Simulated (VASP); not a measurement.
# Pt (Pm-3m) in VASP: further runs, part 2 of 2

VASP 6.6.1. The steps go on from the part before.

## (3) Single point, PBE

This run uses another cell than the first one, of 17.02 Å³/atom.

INCAR reads:

```
SYSTEM = Pt
  PREC = Accurate
  ENCUT = 520
  EDIFF = 1E-6
  ISMEAR = -1
  SIGMA = 0.06122561905347299
  LREAL = .False.
  LASPH = .True.
  NELM = 80
  ALGO = Normal
  ISIF = 2
  LWAVE = .False.
  LCHARG = .False.
  GGA = PE
  NBANDS = 11
```

KPOINTS reads:

```
regular mesh
0
Gamma
  41 41 41
  0 0 0
```

POSCAR reads:

```
Pt
1.0
    2.5721075436      0.0000000000      0.0000000000
    0.0000000000      2.5721075436      0.0000000000
    0.0000000000      0.0000000000      2.5721075436
Pt
1
Direct
    0.0000000000      0.0000000000      0.0000000000
```

Potentials or basis: VASP PAW PBE potentials, release 64 (Pt).

The run is started by

```console
> cat potpaw_PBE.64/Pt/POTCAR > POTCAR
> mpirun -np 1 vasp_std > vasp.out
```

OUTCAR:

```text
SYSTEM = Pt
   PREC = Accurate
   ENCUT = 520
   EDIFF = 1E-6
   ISMEAR = -1
   LREAL = .False.
   LASPH = .True.
   NELM = 80
   ISIF = 2
   GGA = PE

 ion  position               nearest neighbor table
   1  0.000  0.000  0.000-

  LATTYP: Found a simple cubic cell.
 ALAT       =     2.5721075436

  Lattice vectors:

 A1 = (   2.5721075436,   0.0000000000,   0.0000000000)
 A2 = (   0.0000000000,   2.5721075436,   0.0000000000)
 A3 = (   0.0000000000,   0.0000000000,   2.5721075436)

Analysis of symmetry for initial positions (statically):
=====================================================================
 Subroutine PRICEL returns:
 Original cell was already a primitive cell.

 Routine SETGRP: Setting up the symmetry group for a
 simple cubic supercell.

 Subroutine GETGRP returns: Found 48 space group operations
 (whereof 48 operations were pure point group operations)
 out of a pool of 48 trial point group operations.

The static configuration has the point symmetry O_h .

Analysis of symmetry for dynamics (positions and initial velocities):
=====================================================================
 Subroutine PRICEL returns:
 Original cell was already a primitive cell.

 Routine SETGRP: Setting up the symmetry group for a
 simple cubic supercell.

 Subroutine GETGRP returns: Found 48 space group operations
 (whereof 48 operations were pure point group operations)
 out of a pool of 48 trial point group operations.

The dynamic configuration has the point symmetry O_h .

 Subroutine INISYM returns: Found 48 space group operations
 (whereof 48 operations are pure point group operations),
 and found     1 'primitive' translations

----------------------------------------------------------------------------------------

                                     Primitive cell

  volume of cell :      17.0164

  direct lattice vectors                    reciprocal lattice vectors
     2.572107544  0.000000000  0.000000000     0.388786232  0.000000000  0.000000000
     0.000000000  2.572107544  0.000000000     0.000000000  0.388786232  0.000000000
     0.000000000  0.000000000  2.572107544     0.000000000  0.000000000  0.388786232

  length of vectors
     2.572107544  2.572107544  2.572107544     0.388786232  0.388786232  0.388786232

  position of ions in fractional coordinates (direct lattice)
     0.000000000  0.000000000  0.000000000

  ion indices of the primitive-cell ions
   primitive index   ion index
                 1           1

----------------------------------------------------------------------------------------

 KPOINTS: regular mesh

Automatic generation of k-mesh.
 Grid dimensions read from file:
 generate k-points for:   41   41   41

 Generating k-lattice:

  Cartesian coordinates                     Fractional coordinates (reciprocal lattice)
     0.009482591  0.000000000  0.000000000     0.024390244  0.000000000  0.000000000
     0.000000000  0.009482591  0.000000000     0.000000000  0.024390244  0.000000000
     0.000000000  0.000000000  0.009482591     0.000000000  0.000000000  0.024390244

  Length of vectors
     0.009482591  0.009482591  0.009482591

  Shift w.r.t. Gamma in fractional coordinates (k-lattice)
     0.000000000  0.000000000  0.000000000

 Subroutine IBZKPT returns following result:
 ===========================================

 Found   1771 irreducible k-points:

 Following reciprocal coordinates:
            Coordinates               Weight
  0.000000  0.000000  0.000000      1.000000
  0.024390  0.000000  0.000000      6.000000
  0.048780  0.000000  0.000000      6.000000
  0.073171  0.000000  0.000000      6.000000
  0.097561  0.000000  0.000000      6.000000
  0.121951  0.000000  0.000000      6.000000
[... 16 lines left out ...]
  0.048780  0.024390  0.000000     24.000000
  0.073171  0.024390  0.000000     24.000000
 [... further k-points ...]
   k-points           NKPTS =   1771   k-points in BZ     NKDIM =   1771   number of bands    NBANDS=     11
   number of dos      NEDOS =    301   number of ions     NIONS =      1
   total plane-waves  NPLWV =   8000
   dimension x,y,z NGX =    20 NGY =   20 NGZ =   20
   dimension x,y,z NGXF=    40 NGYF=   40 NGZF=   40
   ions per type =               1
   NGX,Y,Z   is equivalent  to a cutoff of  12.93, 12.93, 12.93 a.u.
   NGXF,Y,Z  is equivalent  to a cutoff of  25.85, 25.85, 25.85 a.u.
 SYSTEM =  Pt
   PREC   = accura    normal or accurate (medium, high low for compatibility)
   ISTART =      0    job   : 0-new  1-cont  2-samecut
   ICHARG =      2    charge: 1-file 2-atom 10-const
   ISPIN  =      1    spin polarized calculation?
   LNONCOLLINEAR =      F non collinear calculations
   LSORBIT =      F    spin-orbit coupling
   LASPH  =      T    aspherical Exc in radial PAW
   ENCUT  =  520.0 eV  38.22 Ry    6.18 a.u.   4.78  4.78  4.78*2*pi/ulx,y,z
   NELM   =     80;   NELMIN=  2; NELMDL= -5     # of ELM steps
   EDIFF  = 0.1E-05   stopping-criterion for ELM
   LREAL  =      F    real-space projection
   EDIFFG = 0.1E-04   stopping-criterion for IOM
   NSW    =      0    number of steps for IOM
   IBRION =     -1    ionic relax: 0-MD 1-quasi-New 2-CG
   NFREE  =      0    steps in history (QN), initial steepest desc. (CG)
   ISIF   =      2    stress and relaxation
   ISYM   =      2    0-nonsym 1-usesym 2-fastsym
   POTIM  = 0.5000    time-step for ionic-motion
   TEBEG  =    0.0;   TEEND  =   0.0 temperature during run
   PSTRESS=    0.0 pullay stress
   NELECT =      10.0000    total number of electrons
   NUPDOWN=      -1.0000    fix difference up-down
   EMIN   =  10.00;   EMAX   =-10.00  energy-range for DOS
   EFERMI =   0.00;   METHOD = LEGACY
   ISMEAR =    -1;   SIGMA  =   0.06  broadening in eV -4-tet -1-fermi 0-gaus
   EFERMI_NEDOS =   21; number of points for ismear=-14 and -15
   IALGO  =     38    algorithm
   IMIX   =      4    mixing-type and parameters
     AMIX     =   0.40;   BMIX     =  1.00
     AMIX_MAG =   1.60;   BMIX_MAG =  1.00
  volume/ion in A,a.u.               =      17.02       114.83
  Fermi-wavevector in a.u.,A,eV,Ry     =   1.371258  2.591301 25.583679  1.880347
  Thomas-Fermi vector in A             =   2.496971
   LORBIT       =      0    0 simple, 1 ext, 2 COOP (PROOUT), +10 PAW based schemes
   GGA     = PE    functional components
   LHFCALC =     F    Hartree Fock is set to
   AEXX    =    0.0000 exact exchange contribution
   IVDW    =     0    specifies the selected vdW correction
   LEPSILON=     F    determine dielectric tensor
   LRPA    =     F    only Hartree local field effects (RPA)
 non-spin polarized calculation
  energy-cutoff  :      520.00
  volume of cell :       17.02
 maximum number of plane-waves:       470
 NGX is ok and might be reduce to    20
   NGX =  9   NGY =  9   NGZ =  9

 number of electron      10.0000000 magnetization

 number of electron       9.9999998 magnetization

 Free energy of the ion-electron system (eV)
  ---------------------------------------------------
  ext. energy  EPLUGINS =         0.00000000
  ---------------------------------------------------
  free energy    TOTEN  =        -5.61543581 eV

  energy without entropy =       -5.59972558  energy(sigma->0) =       -5.60758069

 E-fermi :   9.1599     XC(G=0): -12.6205

 val. band max:        9.1573106315   @ k =   0.0976   0.0976   0.0488
 cond. band min:       9.1609174013   @ k =   0.0976   0.0488   0.0488
 fundamental gap:      0.0036067698
 Fermi energy:         9.1598682565

 k-point     1 :       0.0000    0.0000    0.0000
  band No.  band energies     occupation
      1       0.2299      2.00000
      2       3.0304      2.00000
      3       3.0304      2.00000
      4       9.5053      0.00706
      5       9.5053      0.00706
      6       9.5053      0.00706
      7      24.6698      0.00000
      8      24.6698      0.00000
      9      24.6698      0.00000
     10      30.6983      0.00000
     11      33.4528      0.00000

 k-point     2 :       0.0244    0.0000    0.0000
  band No.  band energies     occupation
      1       0.2479      2.00000
      2       3.0339      2.00000
      3       3.0466      2.00000
      4       9.4880      0.00937
      5       9.4880      0.00937
      6       9.5067      0.00691
      7      24.5322      0.00000
      8      24.7025      0.00000
      9      24.7025      0.00000
     10      30.8009      0.00000
     11      33.2997      0.00000
[... 295 lines left out ...]
 k-point    24 :       0.0732    0.0244    0.0000
  band No.  band energies     occupation
      1       0.4076      2.00000
      2       3.0737      2.00000
      3       3.1842      2.00000
      4       9.3354      0.10767
      5       9.3542      0.08025
      6       9.5004      0.00765
      7      23.6320      0.00000
      8      24.8281      0.00000
      9      24.9914      0.00000
     10      31.4696      0.00000
     11      32.3958      0.00000

 [... further k-points ...]
[... 5 lines left out ...]
  --------------------------------------------------------------------------------------
  -------------------------------------------------------------------------------------
  Total        1.3424872      1.3424872      1.3424872      0.0000000      0.0000000     -0.0000000
  in kB      126.4018334    126.4018334    126.4018334      0.0000000      0.0000000     -0.0000000
  external PRESSURE =     126.4018334 kB  Pullay stress =       0.0000000 kB

 VOLUME and BASIS-vectors are now :
 -----------------------------------------------------------------------------
  energy-cutoff  :      520.00
  volume of cell :       17.02
      direct lattice vectors                 reciprocal lattice vectors
     2.572107544  0.000000000  0.000000000     0.388786232  0.000000000  0.000000000
     0.000000000  2.572107544  0.000000000     0.000000000  0.388786232  0.000000000
     0.000000000  0.000000000  2.572107544     0.000000000  0.000000000  0.388786232

 POSITION                                       TOTAL-FORCE (eV/Angst)
 -----------------------------------------------------------------------------------
      0.00000      0.00000      0.00000         0.000000      0.000000      0.000000
 -----------------------------------------------------------------------------------
    total drift:                               -0.000000      0.000000      0.000000

  FREE ENERGIE OF THE ION-ELECTRON SYSTEM (eV)
  ---------------------------------------------------
  free  energy   TOTEN  =        -5.6154358096 eV

  energy  without entropy=       -5.5997255795  energy(sigma->0) =       -5.60758069
```

Wall time 79 s (1 thread of Intel Xeon 6975P-C (Granite Rapids), shared host); peak memory 0.41 GiB.

What came out:

```yaml
Free_energy: -5.6154 eV
Pressure: 12.6 GPa
Band_gap_on_the_k_mesh: zero (bands 5 and 6 overlap by 3.44 eV)
```

Caveat: the cell stands under pressure; spin-orbit coupling is left out, which moves the levels of the heavy elements.

## (4) Single point, PBE

This run uses another cell than the first one, of 17.38 Å³/atom.

INCAR reads:

```
ALGO = Normal
EDIFF = 1E-6
ENCUT = 520
GGA = PE
ISIF = 2
ISMEAR = -1
LASPH = T
LCHARG = T
LELF = T
LREAL = F
LVHAR = T
LWAVE = F
NBANDS = 11
NELM = 100
PREC = Accurate
SIGMA = 0.06122561905347299
```

KPOINTS reads:

```
k-points
0
Gamma
  41 41 41
```

POSCAR reads:

```
Pt
1.0
    2.5902215738      0.0000000000      0.0000000000
    0.0000000000      2.5902215738      0.0000000000
    0.0000000000      0.0000000000      2.5902215738
Pt
1
Direct
    0.0000000000      0.0000000000      0.0000000000
```

Potentials or basis: VASP PAW PBE potentials, release 64 (Pt).

The run is started by

```console
> cat potpaw_PBE.64/Pt/POTCAR > POTCAR
> mpirun -np 1 vasp_std > vasp.out
```

OUTCAR:

```text
EDIFF = 1E-6
   ENCUT = 520
   GGA = PE
   ISIF = 2
   ISMEAR = -1
   LASPH = T
   LREAL = F
   NELM = 100
   PREC = Accurate

 ion  position               nearest neighbor table
   1  0.000  0.000  0.000-

  LATTYP: Found a simple cubic cell.
 ALAT       =     2.5902215738

  Lattice vectors:

 A1 = (   2.5902215738,   0.0000000000,   0.0000000000)
 A2 = (   0.0000000000,   2.5902215738,   0.0000000000)
 A3 = (   0.0000000000,   0.0000000000,   2.5902215738)

Analysis of symmetry for initial positions (statically):
[... 504 lines left out ...]
      3       3.0155      2.00000
      4       8.9726      0.13047
      5       8.9907      0.09874
      6       9.1309      0.01047
      7      23.1730      0.00000
      8      24.3566      0.00000
      9      24.5184      0.00000
     10      30.8754      0.00000
     11      31.8587      0.00000

 [... further k-points ...]
[... 5 lines left out ...]
  --------------------------------------------------------------------------------------
  -------------------------------------------------------------------------------------
  Total        0.8255520      0.8255520      0.8255520      0.0000000      0.0000000     -0.0000000
  in kB       76.1104453     76.1104453     76.1104453      0.0000000      0.0000000     -0.0000000
  external PRESSURE =      76.1104453 kB  Pullay stress =       0.0000000 kB

 VOLUME and BASIS-vectors are now :
 -----------------------------------------------------------------------------
  energy-cutoff  :      520.00
  volume of cell :       17.38
      direct lattice vectors                 reciprocal lattice vectors
     2.590221574  0.000000000  0.000000000     0.386067358  0.000000000  0.000000000
     0.000000000  2.590221574  0.000000000     0.000000000  0.386067358  0.000000000
     0.000000000  0.000000000  2.590221574     0.000000000  0.000000000  0.386067358

 POSITION                                       TOTAL-FORCE (eV/Angst)
 -----------------------------------------------------------------------------------
      0.00000      0.00000      0.00000         0.000000      0.000000      0.000000
 -----------------------------------------------------------------------------------
    total drift:                                0.000000      0.000000      0.000000

  FREE ENERGIE OF THE ION-ELECTRON SYSTEM (eV)
  ---------------------------------------------------
  free  energy   TOTEN  =        -5.6384479604 eV

  energy  without entropy=       -5.6222063140  energy(sigma->0) =       -5.63032714
```

Wall time 85 s (1 thread of Intel Xeon 6975P-C (Granite Rapids), shared host); peak memory 0.42 GiB.

What came out:

| Quantity | Value |
| --- | --- |
| Free energy | -5.6384 eV |
| Pressure | 7.6 GPa |
| Band gap on the k mesh | zero (bands 5 and 6 overlap by 3.32 eV) |

Levels at points of the mesh, in eV from the Fermi level:
```
           k point  band 2  band 3  band 4  band 5  band 6  band 7  band 8  band 9
(0.00, 0.00, 0.00)   -5.94   -5.94    0.33    0.33    0.33   15.40   15.40   15.40
```

Caveat: the cell stands under pressure; spin-orbit coupling is left out, which moves the levels of the heavy elements.

## (5) Single point, PBE

This run uses another cell than the first one, of 17.74 Å³/atom.

INCAR reads:

```
SYSTEM = Pt
PREC = Accurate
ENCUT = 520
EDIFF = 1E-6
ISMEAR = -1
SIGMA = 0.06122561905347299
LREAL = .False.
LASPH = .True.
NELM = 60
ALGO = Normal
ISIF = 2
LWAVE = .False.
LCHARG = .False.
GGA = PE
NBANDS = 11
```

KPOINTS reads:

```
Automatic mesh
0
Gamma
  41 41 41
  0 0 0
```

POSCAR reads:

```
Pt
1.0
    2.6080857354      0.0000000000      0.0000000000
    0.0000000000      2.6080857354      0.0000000000
    0.0000000000      0.0000000000      2.6080857354
Pt
1
Direct
    0.0000000000      0.0000000000      0.0000000000
```

The run is started by

```console
> cat potpaw_PBE.64/Pt/POTCAR > POTCAR
> mpirun -np 1 vasp_std > vasp.out
```

Wall time 80 s (1 thread of Intel Xeon 6975P-C (Granite Rapids), shared host); peak memory 0.42 GiB.

The run converged. Its results:

| Property | Result |
| --- | --- |
| Free energy | -5.6508 eV |
| Pressure | 3.2 GPa |
| Band gap on the k mesh | zero (bands 5 and 6 overlap by 3.20 eV) |

Levels at points of the mesh, in eV from the Fermi level:
| k point | band 3 | band 4 | band 5 | band 6 | band 7 | band 8 |
| --- | --- | --- | --- | --- | --- | --- |
| (0.00, 0.00, 0.00) | -5.77 | 0.31 | 0.31 | 0.31 | 15.28 | 15.28 |

Caveat: the cell stands under pressure; spin-orbit coupling is left out, which moves the levels of the heavy elements.

## (6) The runs side by side

```csv
cell,k mesh,gap on the mesh (eV),pressure (GPa)
"a = 2.677 Å, 1 atom",21 × 21 × 21,none,-9.7
"a = 2.572 Å, 1 atom",41 × 41 × 41,none,12.6
"a = 2.590 Å, 1 atom",41 × 41 × 41,none,7.6
"a = 2.608 Å, 1 atom",41 × 41 × 41,none,3.2
```

Alike in all rows: task single point; level PBE; potentials or basis VASP PAW PBE potentials, release 64 (Pt); no spin polarisation; cutoff (eV) 520; smearing fermi-dirac 0.0612256 eV.

Caveats: spin-orbit coupling is left out, which moves the levels of the heavy elements; the cell stands under pressure (at least some runs); the cell stands under tension (at least some runs).

Total energies depend on the potentials used, so only differences within one code and one set of settings carry meaning.
